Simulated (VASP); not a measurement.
Crystal: SnS2.

```
CELL_PARAMETERS angstrom
3.70968 0.00000 0.00000
-1.85484 3.21267 0.00000
0.00000 0.00000 6.32677
ATOMIC_POSITIONS crystal
Sn 0.00000 0.00000 0.00000
S 0.33333 0.66667 0.23337
S 0.66667 0.33333 0.76663
```

```yaml
Program: VASP 6.6.1
Task: relaxation of shape and atoms at fixed volume
Functional: r2SCAN
Potentials_or_basis: VASP PAW PBE potentials, release 64 (Sn_d, S)
Cutoff: 550 eV
k_mesh: 12 × 12 × 6
Occupations: gaussian, width 0.02 eV
Spin: no spin polarisation
```

At the start: pressure -2.2 GPa; volume 25.13 Å³/atom.

Problem. Where does the relaxation end?

Solution. Over 6 steps the energy falls by 4.4 meV/atom; space group P-3m1 (No. 164, to 0.1 Å) before and after.

The path:
```
step  energy change (eV)  largest force (eV/Å)  pressure (GPa)  volume (Å³)
   1              0.0000                0.2867           -2.18        75.40
   2             -0.0065                0.1551           -1.61        75.40
   3             -0.0095                0.0831           -0.60        75.40
   4             -0.0097                0.0328           -0.82        75.40
   5             -0.0126                0.0163           -0.50        75.40
   6             -0.0132                0.0039           -0.28        75.40
```

Final structure:
```
Sn S
1.0
     3.67688    0.00000    0.00000
    -1.83844    3.18427    0.00000
     0.00000    0.00000    6.44014
Sn S
1 2
Direct
  0.00000 0.00000 0.00000
  0.33333 0.66667 0.22694
  0.66667 0.33333 0.77306
```

Caveat: the PAW data sets were made with another functional, which shifts forces and pressure a little.
